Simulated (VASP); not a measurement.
# La (Im-3m) in VASP: a series of runs

Aim: see how the results for La move with the level of theory and the settings. Levels: LDA, BLYP+D3(BJ), PBEsol. Tasks: relaxation of cell and atoms.

Program: VASP 6.6.1. These are calculated values, not measurements. Logs are shortened: lines on timing, memory, paths and dates and some standing lists are left out, and cuts for length are marked.

**1. The cell of the first run**

The structure is cubic, space group Im-3m (No. 229). Conventional cell: a = 4.248 Å, b = 4.248 Å, c = 4.248 Å, α = 90.00°, β = 90.00°, γ = 90.00°. La (site symmetry m-3m) has 14 La at 3.68 to 4.25 Å within 4.8 Å.

**2. Relaxation of cell and atoms, LDA**

INCAR

```
ALGO = Normal
EDIFF = 1E-6
EDIFFG = -0.005
ENCUT = 600
IBRION = 2
ISIF = 3
ISMEAR = 1
LASPH = True
LCHARG = False
LREAL = False
LWAVE = False
NELM = 100
NSW = 80
PREC = Accurate
SIGMA = 0.05
```

KPOINTS

```
k-points
0
Gamma
  11 11 11
```

POSCAR

```
La
1.0
   -2.1238310000      2.1238310000      2.1238310000
    2.1238310000     -2.1238310000      2.1238310000
    2.1238310000      2.1238310000     -2.1238310000
La
1
Direct
    0.0000000000      0.0000000000      0.0000000000
```

Potentials or basis: VASP PAW LDA potentials, release 64 (La).

On the command line:

```bash
> cat potpaw_LDA.64/La/POTCAR > POTCAR
> mpirun -np 1 vasp_std > vasp.out
```

OUTCAR:

```text
EDIFF = 1E-6
   EDIFFG = -0.005
   ENCUT = 600
   IBRION = 2
   ISIF = 3
   ISMEAR = 1
   LASPH = True
   LREAL = False
   NELM = 100
   NSW = 80
   PREC = Accurate

 ion  position               nearest neighbor table
   1  0.000  0.000  0.000-

  LATTYP: Found a body centered cubic cell.
 ALAT       =     4.2476620000

  Lattice vectors:

 A1 = (  -2.1238310000,   2.1238310000,   2.1238310000)
 A2 = (   2.1238310000,  -2.1238310000,   2.1238310000)
 A3 = (   2.1238310000,   2.1238310000,  -2.1238310000)

Analysis of symmetry for initial positions (statically):
=====================================================================
 Subroutine PRICEL returns:
 Original cell was already a primitive cell.

 Routine SETGRP: Setting up the symmetry group for a
 body centered cubic supercell.

 Subroutine GETGRP returns: Found 48 space group operations
 (whereof 48 operations were pure point group operations)
 out of a pool of 48 trial point group operations.

The static configuration has the point symmetry O_h .

Analysis of symmetry for dynamics (positions and initial velocities):
=====================================================================
 Subroutine PRICEL returns:
 Original cell was already a primitive cell.

 Routine SETGRP: Setting up the symmetry group for a
 body centered cubic supercell.

 Subroutine GETGRP returns: Found 48 space group operations
 (whereof 48 operations were pure point group operations)
 out of a pool of 48 trial point group operations.

The dynamic configuration has the point symmetry O_h .

 Subroutine INISYM returns: Found 48 space group operations
 (whereof 48 operations are pure point group operations),
 and found     1 'primitive' translations

----------------------------------------------------------------------------------------

                                     Primitive cell

  volume of cell :      38.3195

  direct lattice vectors                    reciprocal lattice vectors
    -2.123831000  2.123831000  2.123831000     0.000000000  0.235423628  0.235423628
     2.123831000 -2.123831000  2.123831000     0.235423628  0.000000000  0.235423628
     2.123831000  2.123831000 -2.123831000     0.235423628  0.235423628  0.000000000

  length of vectors
     3.678583199  3.678583199  3.678583199     0.332939288  0.332939288  0.332939288

  position of ions in fractional coordinates (direct lattice)
     0.000000000  0.000000000  0.000000000

  ion indices of the primitive-cell ions
   primitive index   ion index
                 1           1

----------------------------------------------------------------------------------------

 KPOINTS: k-points

Automatic generation of k-mesh.
 Grid dimensions read from file:
 generate k-points for:   11   11   11

 Generating k-lattice:

  Cartesian coordinates                     Fractional coordinates (reciprocal lattice)
     0.000000000  0.021402148  0.021402148     0.090909091  0.000000000  0.000000000
     0.021402148  0.000000000  0.021402148     0.000000000  0.090909091  0.000000000
     0.021402148  0.021402148  0.000000000     0.000000000  0.000000000  0.090909091

  Length of vectors
     0.030267208  0.030267208  0.030267208

  Shift w.r.t. Gamma in fractional coordinates (k-lattice)
     0.000000000  0.000000000  0.000000000

 Subroutine IBZKPT returns following result:
 ===========================================

 Found     56 irreducible k-points:

 Following reciprocal coordinates:
            Coordinates               Weight
  0.000000  0.000000  0.000000      1.000000
  0.090909  0.000000  0.000000     12.000000
  0.181818  0.000000  0.000000     12.000000
  0.272727  0.000000  0.000000     12.000000
  0.363636  0.000000  0.000000     12.000000
  0.454545  0.000000  0.000000     12.000000
[... 16 lines left out ...]
  0.272727  0.181818  0.090909     48.000000
  0.363636  0.181818  0.090909     24.000000
 [... further k-points ...]
   k-points           NKPTS =     56   k-points in BZ     NKDIM =     56   number of bands    NBANDS=      9
   number of dos      NEDOS =    301   number of ions     NIONS =      1
   total plane-waves  NPLWV =  27000
   dimension x,y,z NGX =    30 NGY =   30 NGZ =   30
   dimension x,y,z NGXF=    60 NGYF=   60 NGZF=   60
   ions per type =               1
   NGX,Y,Z   is equivalent  to a cutoff of  13.56, 13.56, 13.56 a.u.
   NGXF,Y,Z  is equivalent  to a cutoff of  27.12, 27.12, 27.12 a.u.
 SYSTEM =  unknown system
   PREC   = accura    normal or accurate (medium, high low for compatibility)
   ISTART =      0    job   : 0-new  1-cont  2-samecut
   ICHARG =      2    charge: 1-file 2-atom 10-const
   ISPIN  =      1    spin polarized calculation?
   LNONCOLLINEAR =      F non collinear calculations
   LSORBIT =      F    spin-orbit coupling
   LASPH  =      T    aspherical Exc in radial PAW
   ENCUT  =  600.0 eV  44.10 Ry    6.64 a.u.   7.35  7.35  7.35*2*pi/ulx,y,z
   NELM   =    100;   NELMIN=  2; NELMDL= -5     # of ELM steps
   EDIFF  = 0.1E-05   stopping-criterion for ELM
   LREAL  =      F    real-space projection
   EDIFFG = -.5E-02   stopping-criterion for IOM
   NSW    =     80    number of steps for IOM
   IBRION =      2    ionic relax: 0-MD 1-quasi-New 2-CG
   NFREE  =      1    steps in history (QN), initial steepest desc. (CG)
   ISIF   =      3    stress and relaxation
   ISYM   =      2    0-nonsym 1-usesym 2-fastsym
   POTIM  = 0.5000    time-step for ionic-motion
   TEBEG  =    0.0;   TEEND  =   0.0 temperature during run
   PSTRESS=    0.0 pullay stress
   NELECT =      11.0000    total number of electrons
   NUPDOWN=      -1.0000    fix difference up-down
   EMIN   =  10.00;   EMAX   =-10.00  energy-range for DOS
   EFERMI =   0.00;   METHOD = LEGACY
   ISMEAR =     1;   SIGMA  =   0.05  broadening in eV -4-tet -1-fermi 0-gaus
   EFERMI_NEDOS =   21; number of points for ismear=-14 and -15
   IALGO  =     38    algorithm
   IMIX   =      4    mixing-type and parameters
     AMIX     =   0.40;   BMIX     =  1.00
     AMIX_MAG =   1.60;   BMIX_MAG =  1.00
  volume/ion in A,a.u.               =      38.32       258.59
  Fermi-wavevector in a.u.,A,eV,Ry     =   1.079939  2.040788 15.868034  1.166268
  Thomas-Fermi vector in A             =   2.215917
   LORBIT       =      0    0 simple, 1 ext, 2 COOP (PROOUT), +10 PAW based schemes
   GGA     = CA    functional components
   LHFCALC =     F    Hartree Fock is set to
   AEXX    =    0.0000 exact exchange contribution
   IVDW    =     0    specifies the selected vdW correction
   LEPSILON=     F    determine dielectric tensor
   LRPA    =     F    only Hartree local field effects (RPA)
 conjugate gradient relaxation of ions
 non-spin polarized calculation
 Methfessel and Paxton  Order N= 1 SIGMA  =   0.05
  energy-cutoff  :      600.00
  volume of cell :       38.32
 maximum number of plane-waves:      1298
 NGX is ok and might be reduce to    30
   NGX = 15   NGY = 15   NGZ = 15

--------------------------------------- Ionic step        1  -------------------------------------------

 number of electron      11.0000001 magnetization

 Free energy of the ion-electron system (eV)
  ---------------------------------------------------
  ext. energy  EPLUGINS =         0.00000000
  ---------------------------------------------------
  free energy    TOTEN  =        -5.35416608 eV

  energy without entropy =       -5.35347631  energy(sigma->0) =       -5.35393616

 E-fermi :   7.3422     XC(G=0):  -9.6396

 val. band max:        7.3372145835   @ k =   0.1818   0.1818   0.0909
 cond. band min:       7.3454851192   @ k =   0.3636   0.0000   0.0000
 fundamental gap:      0.0082705357
 Fermi energy:         7.3421708486

 k-point     1 :       0.0000    0.0000    0.0000
  band No.  band energies     occupation
      1     -25.4660      2.00000
      2      -8.4962      2.00000
      3      -8.4962      2.00000
      4      -8.4962      2.00000
      5       4.1420      2.00000
      6       8.6342      0.00000
      7       8.6343      0.00000
      8       8.6347      0.00000
      9       8.7846      0.00000
[... 265 lines left out ...]
 k-point    24 :       0.3636    0.1818    0.0909
  band No.  band energies     occupation
      1     -25.2687      2.00000
      2      -9.5622      2.00000
      3      -9.0889      2.00000
      4      -8.7214      2.00000
      5       6.6214      2.00000
      6       7.2976      2.02002
      7       8.5726      0.00000
      8       8.8762      0.00000
      9       8.9256      0.00000

 [... further k-points ...]
[... 5 lines left out ...]
  --------------------------------------------------------------------------------------
  -------------------------------------------------------------------------------------
  Total       -0.8732923     -0.8732923     -0.8732923      0.0000000     -0.0000000     -0.0000000
  in kB      -36.5132403    -36.5132403    -36.5132403      0.0000000     -0.0000000     -0.0000000
  external PRESSURE =     -36.5132403 kB  Pullay stress =       0.0000000 kB
[... 86 lines left out ...]
  FREE ENERGIE OF THE ION-ELECTRON SYSTEM (eV)
  ---------------------------------------------------
  free  energy   TOTEN  =        -5.4213508980 eV

  energy  without entropy=       -5.4212383879  energy(sigma->0) =       -5.42131339

[... ionic steps 4 to 8 ...]

--------------------------------------- Ionic step        9  -------------------------------------------

 number of electron      11.0000000 magnetization

------------------------ aborting loop because EDIFF is reached ----------------------------------------

  FORCE on cell =-STRESS in cart. coord.  units (eV):
  Direction    XX          YY          ZZ          XY          YZ          ZX
  --------------------------------------------------------------------------------------
  -------------------------------------------------------------------------------------
  Total       -0.0472824     -0.0472824     -0.0472824      0.0000000      0.0000000     -0.0000000
  in kB       -2.2899155     -2.2899155     -2.2899155      0.0000000      0.0000000     -0.0000000
  external PRESSURE =      -2.2899155 kB  Pullay stress =       0.0000000 kB
[... 55 lines left out ...]
  energy  without entropy=       -5.4235966594  energy(sigma->0) =       -5.42398528

--------------------------------------- Ionic step       11  -------------------------------------------

 number of electron      10.9999999 magnetization

 Free energy of the ion-electron system (eV)
  ---------------------------------------------------
  ext. energy  EPLUGINS =         0.00000000
  ---------------------------------------------------
  free energy    TOTEN  =        -5.42417593 eV

  energy without entropy =       -5.42360601  energy(sigma->0) =       -5.42398595

 E-fermi :   8.8655     XC(G=0): -10.2741

 val. band max:        8.8633380483   @ k =  -0.2727   0.3636   0.0909
 cond. band min:       8.8700114626   @ k =   0.3636   0.1818   0.0909
 fundamental gap:      0.0066734143
 Fermi energy:         8.8655020169

 k-point     1 :       0.0000    0.0000    0.0000
  band No.  band energies     occupation
      1     -23.7619      2.00000
      2      -6.4318      2.00000
      3      -6.4318      2.00000
      4      -6.4318      2.00000
      5       5.8268      2.00000
      6      10.3635      0.00000
      7      10.3635      0.00000
      8      10.3635      0.00000
      9      10.4625      0.00000
[... 265 lines left out ...]
 k-point    24 :       0.3636    0.1818    0.0909
  band No.  band energies     occupation
      1     -23.4019      2.00000
      2      -8.0881      2.00000
      3      -7.3633      2.00000
      4      -6.8009      2.00000
      5       8.1328      2.00000
      6       8.8700      0.84804
      7      10.5018      0.00000
      8      10.7027      0.00000
      9      10.8066      0.00000

 [... further k-points ...]
[... 5 lines left out ...]
  --------------------------------------------------------------------------------------
  -------------------------------------------------------------------------------------
  Total       -0.0044052     -0.0044052     -0.0044052      0.0000000      0.0000000      0.0000000
  in kB       -0.2149216     -0.2149216     -0.2149216      0.0000000      0.0000000      0.0000000
  external PRESSURE =      -0.2149216 kB  Pullay stress =       0.0000000 kB
[... 16 lines left out ...]
  FREE ENERGIE OF THE ION-ELECTRON SYSTEM (eV)
  ---------------------------------------------------
  free  energy   TOTEN  =        -5.4241759260 eV

  energy  without entropy=       -5.4236060127  energy(sigma->0) =       -5.42398595

 reached required accuracy - stopping structural energy minimisation
```

Wall time 2.3 min (1 thread of Intel Xeon Platinum 8259CL at 2.50GHz (Skylake/Cascade Lake), shared host); peak memory 0.19 GiB.

What came out:

```yaml
Free_energy: -5.4242 eV
Relaxed_volume: 32.84 Å³/atom
Relaxed_cell: a = 3.494 Å, b = 3.494 Å, c = 3.494 Å, α = 109.47°, β = 109.47°, γ = 109.47°
Space_group_after_relaxing_to_0.05_Å: Im-3m (No. 229)
Energy_gained_by_relaxing: 70.0 meV/atom
Ionic_steps: 11
Pressure_after_relaxing: 0.0 GPa
```

The path:
```
step  energy change (eV)  largest force (eV/Å)  pressure (GPa)  volume (Å³)
   1              0.0000                0.0000           -3.65        38.32
   2             -0.0679                0.0000            0.25        33.68
   3             -0.0672                0.0000           -0.88        33.82
   4             -0.0682                0.0000           -0.70        33.62
   5             -0.0693                0.0000            0.07        33.33
   6             -0.0692                0.0000           -0.48        33.35
   7             -0.0692                0.0000           -0.46        33.34
   8             -0.0695                0.0000           -0.36        33.22
   9             -0.0698                0.0000           -0.23        33.08
  10             -0.0700                0.0000            0.03        32.80
  11             -0.0700                0.0000           -0.02        32.84
```

Final structure:
```
La
1.0
    -2.01734    2.01734    2.01734
     2.01734   -2.01734    2.01734
     2.01734    2.01734   -2.01734
La
1
Direct
  0.00000 0.00000 0.00000
```

Caveat: spin-orbit coupling is left out, which moves the levels of the heavy elements.

**3. Relaxation of cell and atoms, BLYP+D3(BJ)**

INCAR

```
PREC = Accurate
ENCUT = 600
EDIFF = 1E-7
ISMEAR = 1
SIGMA = 0.05
LREAL = False
LASPH = True
NELM = 100
ALGO = Normal
ISIF = 3
LWAVE = False
LCHARG = False
GGA = B5
ALDAX = 1.0
AGGAX = 1.0
AGGAC = 1.0
ALDAC = 0.0
IVDW = 12
VDW_S6 = 1.0
VDW_S8 = 2.6996
VDW_A1 = 0.4298
VDW_A2 = 4.2359
IBRION = 2
NSW = 80
EDIFFG = -0.005
```

KPOINTS

```
Automatic mesh
0
Gamma
  11 11 11
```

POSCAR is that of step 2.

Potentials or basis: VASP PAW PBE potentials, release 64 (La).

On the command line:

```bash
> cat potpaw_PBE.64/La/POTCAR > POTCAR
> mpirun -np 1 vasp_std > vasp.out
```

Wall time 1.7 min (1 thread of Intel Xeon Platinum 8259CL at 2.50GHz (Skylake/Cascade Lake), shared host); peak memory 0.21 GiB.

It converged, with:

* Free energy: -4.8612 eV
* Relaxed volume: 33.85 Å³/atom
* Relaxed cell: a = 3.530 Å, b = 3.530 Å, c = 3.530 Å, α = 109.47°, β = 109.47°, γ = 109.47°
* Space group after relaxing (to 0.05 Å): Im-3m (No. 229)
* Energy gained by relaxing: 44.4 meV/atom
* Ionic steps: 3
* Pressure after relaxing: 0.0 GPa
* Dispersion energy per atom: -1.147 eV

Step by step:
| step | energy change (eV) | largest force (eV/Å) | pressure (GPa) | volume (Å³) |
| --- | --- | --- | --- | --- |
| 1 | 0.0000 | 0.0000 | -2.90 | 38.32 |
| 2 | -0.0429 | 0.0000 | -0.63 | 34.60 |
| 3 | -0.0444 | 0.0000 | 0.00 | 33.85 |

Final structure:
```
La
1.0
    -2.03776    2.03776    2.03776
     2.03776   -2.03776    2.03776
     2.03776    2.03776   -2.03776
La
1
Direct
  0.00000 0.00000 0.00000
```

Levels at points of the mesh, in eV from the Fermi level:
```csv
k point,band 2,band 3,band 4,band 5,band 6,band 7,band 8,band 9
"(0.00, 0.00, 0.00)",-15.61,-15.61,-15.61,-2.98,1.44,1.44,1.44,1.53
```

Caveat: the PAW data sets were made with another functional, which shifts forces and pressure a little; spin-orbit coupling is left out, which moves the levels of the heavy elements; pairwise dispersion overbinds metals, which lowers pressure and volume.

(Continued in part 2 of 2.)
